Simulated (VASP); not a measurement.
# Bi (Fm-3m) in VASP: single point with PBEsol

Aim: the single point of Bi with PBEsol.

Everything below comes from runs of VASP 6.6.1. Logs are shortened: lines on timing, memory, paths and dates and some standing lists are left out, and cuts for length are marked.

## (1) The cell of the first run

It takes space group Fm-3m (No. 225, cubic). Conventional cell: a = 7.905 Å, b = 7.905 Å, c = 7.905 Å, α = 90.00°, β = 90.00°, γ = 90.00°. Within 4.5 Å of Bi (site symmetry -43m) lie 10 Bi at 3.42 to 3.95 Å. Within 4.5 Å of Bi (site symmetry m-3m) lie 8 Bi at 3.42 Å.

## (2) Single point, PBEsol

INCAR reads:

```
SYSTEM = Bi
PREC = Accurate ; ENCUT = 500
EDIFF = 1E-6 ; ISMEAR = 1
SIGMA = 0.1 ; LREAL = .FALSE.
LASPH = .TRUE. ; NELM = 120
ALGO = Normal ; ISIF = 2
LWAVE = .FALSE. ; LCHARG = .FALSE.
GGA = PS ; NBANDS = 30
GGA_COMPAT = .FALSE.
```

KPOINTS reads:

```
regular mesh
0
G
  5 5 5
  0 0 0
```

POSCAR reads:

```
Bi
1.0
    0.0000000000      3.9524930000      3.9524930000
    3.9524930000      0.0000000000      3.9524930000
    3.9524930000      3.9524930000      0.0000000000
Bi
3
Direct
    0.2500000000      0.2500000000      0.2500000000
    0.7500000000      0.7500000000      0.7500000000
    0.5000000000      0.5000000000      0.5000000000
```

Potentials or basis: VASP PAW PBE potentials, release 64 (Bi_d).

On the command line:

```sh
$ cat potpaw_PBE.64/Bi_d/POTCAR > POTCAR
$ mpirun -np 1 vasp_std > vasp.out
```

OUTCAR:

```text
SYSTEM = Bi
   PREC = Accurate
   ENCUT = 500
   EDIFF = 1E-6
   ISMEAR = 1
   LREAL = .FALSE.
   LASPH = .TRUE.
   NELM = 120
   ISIF = 2
   GGA = PS

 ion  position               nearest neighbor table
   1  0.250  0.250  0.250-   3 3.42   3 3.42   3 3.42   3 3.42
   2  0.750  0.750  0.750-   3 3.42   3 3.42   3 3.42   3 3.42
   3  0.500  0.500  0.500-   1 3.42   1 3.42   1 3.42   2 3.42   2 3.42   2 3.42   2 3.42   1 3.42

  LATTYP: Found a face centered cubic cell.
 ALAT       =     7.9049860000

  Lattice vectors:

 A1 = (   0.0000000000,   3.9524930000,   3.9524930000)
 A2 = (   3.9524930000,   0.0000000000,   3.9524930000)
 A3 = (   3.9524930000,   3.9524930000,   0.0000000000)

Analysis of symmetry for initial positions (statically):
=====================================================================
 Subroutine PRICEL returns:
 Original cell was already a primitive cell.

 Routine SETGRP: Setting up the symmetry group for a
 face centered cubic supercell.

 Subroutine GETGRP returns: Found 48 space group operations
 (whereof 48 operations were pure point group operations)
 out of a pool of 48 trial point group operations.

The static configuration has the point symmetry O_h .

Analysis of symmetry for dynamics (positions and initial velocities):
=====================================================================
 Subroutine PRICEL returns:
 Original cell was already a primitive cell.

 Routine SETGRP: Setting up the symmetry group for a
 face centered cubic supercell.

 Subroutine GETGRP returns: Found 48 space group operations
 (whereof 48 operations were pure point group operations)
 out of a pool of 48 trial point group operations.

The dynamic configuration has the point symmetry O_h .

 Subroutine INISYM returns: Found 48 space group operations
 (whereof 48 operations are pure point group operations),
 and found     1 'primitive' translations

----------------------------------------------------------------------------------------

                                     Primitive cell

  volume of cell :     123.4933

  direct lattice vectors                    reciprocal lattice vectors
     0.000000000  3.952493000  3.952493000    -0.126502438  0.126502438  0.126502438
     3.952493000  0.000000000  3.952493000     0.126502438 -0.126502438  0.126502438
     3.952493000  3.952493000  0.000000000     0.126502438  0.126502438 -0.126502438

  length of vectors
     5.589669206  5.589669206  5.589669206     0.219108650  0.219108650  0.219108650

  position of ions in fractional coordinates (direct lattice)
     0.250000000  0.250000000  0.250000000
     0.750000000  0.750000000  0.750000000
     0.500000000  0.500000000  0.500000000

  ion indices of the primitive-cell ions
   primitive index   ion index
                 1           1
                 2           2
                 3           3

----------------------------------------------------------------------------------------

 KPOINTS: regular mesh

Automatic generation of k-mesh.
 Grid dimensions read from file:
 generate k-points for:    5    5    5

 Generating k-lattice:

  Cartesian coordinates                     Fractional coordinates (reciprocal lattice)
    -0.025300488  0.025300488  0.025300488     0.200000000  0.000000000  0.000000000
     0.025300488 -0.025300488  0.025300488     0.000000000  0.200000000  0.000000000
     0.025300488  0.025300488 -0.025300488     0.000000000  0.000000000  0.200000000

  Length of vectors
     0.043821730  0.043821730  0.043821730

  Shift w.r.t. Gamma in fractional coordinates (k-lattice)
     0.000000000  0.000000000  0.000000000

 Subroutine IBZKPT returns following result:
 ===========================================

 Found     10 irreducible k-points:

 Following reciprocal coordinates:
            Coordinates               Weight
  0.000000  0.000000  0.000000      1.000000
  0.200000  0.000000  0.000000      8.000000
  0.400000  0.000000  0.000000      8.000000
  0.200000  0.200000  0.000000      6.000000
  0.400000  0.200000  0.000000     24.000000
 -0.400000  0.200000  0.000000     24.000000
 -0.200000  0.200000  0.000000     12.000000
  0.400000  0.400000  0.000000      6.000000
 -0.400000  0.400000  0.000000     12.000000
 -0.400000  0.400000  0.200000     24.000000
   k-points           NKPTS =     10   k-points in BZ     NKDIM =     10   number of bands    NBANDS=     30
   number of dos      NEDOS =    301   number of ions     NIONS =      3
   total plane-waves  NPLWV =  74088
   dimension x,y,z NGX =    42 NGY =   42 NGZ =   42
   dimension x,y,z NGXF=    84 NGYF=   84 NGZF=   84
   ions per type =               3
   NGX,Y,Z   is equivalent  to a cutoff of  12.49, 12.49, 12.49 a.u.
   NGXF,Y,Z  is equivalent  to a cutoff of  24.98, 24.98, 24.98 a.u.
 SYSTEM =  Bi
   PREC   = accura    normal or accurate (medium, high low for compatibility)
   ISTART =      0    job   : 0-new  1-cont  2-samecut
   ICHARG =      2    charge: 1-file 2-atom 10-const
   ISPIN  =      1    spin polarized calculation?
   LNONCOLLINEAR =      F non collinear calculations
   LSORBIT =      F    spin-orbit coupling
   LASPH  =      T    aspherical Exc in radial PAW
   ENCUT  =  500.0 eV  36.75 Ry    6.06 a.u.  10.19 10.19 10.19*2*pi/ulx,y,z
   NELM   =    120;   NELMIN=  2; NELMDL= -5     # of ELM steps
   EDIFF  = 0.1E-05   stopping-criterion for ELM
   LREAL  =      F    real-space projection
   EDIFFG = 0.1E-04   stopping-criterion for IOM
   NSW    =      0    number of steps for IOM
   IBRION =     -1    ionic relax: 0-MD 1-quasi-New 2-CG
   NFREE  =      0    steps in history (QN), initial steepest desc. (CG)
   ISIF   =      2    stress and relaxation
   ISYM   =      2    0-nonsym 1-usesym 2-fastsym
   POTIM  = 0.5000    time-step for ionic-motion
   TEBEG  =    0.0;   TEEND  =   0.0 temperature during run
   PSTRESS=    0.0 pullay stress
   NELECT =      45.0000    total number of electrons
   NUPDOWN=      -1.0000    fix difference up-down
   EMIN   =  10.00;   EMAX   =-10.00  energy-range for DOS
   EFERMI =   0.00;   METHOD = LEGACY
   ISMEAR =     1;   SIGMA  =   0.10  broadening in eV -4-tet -1-fermi 0-gaus
   EFERMI_NEDOS =   21; number of points for ismear=-14 and -15
   IALGO  =     38    algorithm
   IMIX   =      4    mixing-type and parameters
     AMIX     =   0.40;   BMIX     =  1.00
     AMIX_MAG =   1.60;   BMIX_MAG =  1.00
  volume/ion in A,a.u.               =      41.16       277.79
  Fermi-wavevector in a.u.,A,eV,Ry     =   1.169314  2.209683 18.603188  1.367296
  Thomas-Fermi vector in A             =   2.305789
   LORBIT       =      0    0 simple, 1 ext, 2 COOP (PROOUT), +10 PAW based schemes
   GGA     = PS    functional components
   LHFCALC =     F    Hartree Fock is set to
   AEXX    =    0.0000 exact exchange contribution
   IVDW    =     0    specifies the selected vdW correction
   LEPSILON=     F    determine dielectric tensor
   LRPA    =     F    only Hartree local field effects (RPA)
 non-spin polarized calculation
 Methfessel and Paxton  Order N= 1 SIGMA  =   0.10
  energy-cutoff  :      500.00
  volume of cell :      123.49
 maximum number of plane-waves:      3170
 NGX is ok and might be reduce to    42
   NGX = 21   NGY = 21   NGZ = 21

 number of electron      45.0000003 magnetization

 Free energy of the ion-electron system (eV)
  ---------------------------------------------------
  ext. energy  EPLUGINS =         0.00000000
  ---------------------------------------------------
  free energy    TOTEN  =       -11.91235773 eV

  energy without entropy =      -11.91380499  energy(sigma->0) =      -11.91284015

 E-fermi :   4.7576     XC(G=0):  -8.9665

 val. band max:        4.5476955630   @ k =  -0.2000   0.2000   0.0000
 cond. band min:       4.7855297590   @ k =   0.2000   0.0000   0.0000
 fundamental gap:      0.2378341959
 Fermi energy:         4.7575950380

 k-point     1 :       0.0000    0.0000    0.0000
  band No.  band energies     occupation
      1     -18.1476      2.00000
      2     -18.1476      2.00000
      3     -18.1476      2.00000
      4     -18.1315      2.00000
      5     -18.1315      2.00000
      6     -18.0276      2.00000
[... 22 lines left out ...]
     29       9.5572      0.00000
     30       9.5572      0.00000

 k-point     2 :       0.2000    0.0000    0.0000
  band No.  band energies     occupation
      1     -18.1522      2.00000
      2     -18.1522      2.00000
      3     -18.1467      2.00000
      4     -18.1257      2.00000
      5     -18.1257      2.00000
      6     -18.0242      2.00000
[... 22 lines left out ...]
     29      10.4880      0.00000
     30      10.4880      0.00000

 k-point     3 :       0.4000    0.0000    0.0000
  band No.  band energies     occupation
      1     -18.1595      2.00000
      2     -18.1595      2.00000
      3     -18.1416      2.00000
      4     -18.1153      2.00000
      5     -18.1153      2.00000
      6     -18.0173      2.00000
[... 22 lines left out ...]
     29      11.0009      0.00000
     30      11.0009      0.00000

 k-point     4 :       0.2000    0.2000    0.0000
  band No.  band energies     occupation
      1     -18.1558      2.00000
      2     -18.1558      2.00000
      3     -18.1405      2.00000
      4     -18.1251      2.00000
      5     -18.1238      2.00000
      6     -18.0284      2.00000
[... 22 lines left out ...]
     29       9.9319      0.00000
     30      11.3242      0.00000

 k-point     5 :       0.4000    0.2000    0.0000
  band No.  band energies     occupation
      1     -18.1615      2.00000
      2     -18.1584      2.00000
      3     -18.1396      2.00000
      4     -18.1181      2.00000
      5     -18.1146      2.00000
      6     -18.0232      2.00000
[... 22 lines left out ...]
     29      10.7761      0.00000
     30      11.4793      0.00000
[... 64 lines left out ...]
     29      10.5339      0.00000
     30      11.9863      0.00000

 k-point     8 :       0.4000    0.4000    0.0000
  band No.  band energies     occupation
      1     -18.1650      2.00000
      2     -18.1650      2.00000
      3     -18.1287      2.00000
      4     -18.1184      2.00000
      5     -18.1082      2.00000
      6     -18.0343      2.00000
[... 22 lines left out ...]
     29      10.7748      0.00000
     30      11.9948      0.00000

 k-point     9 :      -0.4000    0.4000    0.0000
  band No.  band energies     occupation
      1     -18.1652      2.00000
      2     -18.1608      2.00000
      3     -18.1361      2.00000
      4     -18.1156      2.00000
      5     -18.1067      2.00000
      6     -18.0314      2.00000
[... 22 lines left out ...]
     29      11.7656      0.00000
     30      11.8458      0.00000

 k-point    10 :      -0.4000    0.4000    0.2000
  band No.  band energies     occupation
      1     -18.1638      2.00000
      2     -18.1555      2.00000
      3     -18.1433      2.00000
      4     -18.1147      2.00000
      5     -18.1094      2.00000
      6     -18.0261      2.00000
[... 22 lines left out ...]
     29      11.2584      0.00000
     30      11.8544      0.00000

------------------------ aborting loop because EDIFF is reached ----------------------------------------

  FORCE on cell =-STRESS in cart. coord.  units (eV):
  Direction    XX          YY          ZZ          XY          YZ          ZX
  --------------------------------------------------------------------------------------
  -------------------------------------------------------------------------------------
  Total       -3.6571882     -3.6571882     -3.6571882      0.0000000      0.0000000     -0.0000000
  in kB      -47.4476353    -47.4476353    -47.4476353      0.0000000      0.0000000     -0.0000000
  external PRESSURE =     -47.4476353 kB  Pullay stress =       0.0000000 kB

 VOLUME and BASIS-vectors are now :
 -----------------------------------------------------------------------------
  energy-cutoff  :      500.00
  volume of cell :      123.49
      direct lattice vectors                 reciprocal lattice vectors
     0.000000000  3.952493000  3.952493000    -0.126502438  0.126502438  0.126502438
     3.952493000  0.000000000  3.952493000     0.126502438 -0.126502438  0.126502438
     3.952493000  3.952493000  0.000000000     0.126502438  0.126502438 -0.126502438

 POSITION                                       TOTAL-FORCE (eV/Angst)
 -----------------------------------------------------------------------------------
      1.97625      1.97625      1.97625         0.000000      0.000000      0.000000
      5.92874      5.92874      5.92874        -0.000000      0.000000     -0.000000
      3.95249      3.95249      3.95249        -0.000000     -0.000000     -0.000000
 -----------------------------------------------------------------------------------
    total drift:                               -0.000000     -0.000000      0.000000

  FREE ENERGIE OF THE ION-ELECTRON SYSTEM (eV)
  ---------------------------------------------------
  free  energy   TOTEN  =       -11.9123577313 eV

  energy  without entropy=      -11.9138049851  energy(sigma->0) =      -11.91284015
```

It took 37 s on 1 thread of Intel Xeon Platinum 8259CL at 2.50GHz (Skylake/Cascade Lake), shared host; peak memory 0.24 GiB.

What came out:

| Quantity | Value |
| --- | --- |
| Free energy | -11.9124 eV |
| Pressure | -4.7 GPa |

Levels at points of the mesh, in eV from the Fermi level:
```tsv
k point	band 20	band 21	band 22	band 23	band 24	band 25	band 26	band 27
(0.00, 0.00, 0.00)	-1.70	-1.70	-1.67	-1.67	-1.67	1.80	1.80	1.80
```

Caveat: the PAW data sets were made with another functional, which shifts forces and pressure a little; spin-orbit coupling is left out, which moves the levels of the heavy elements.
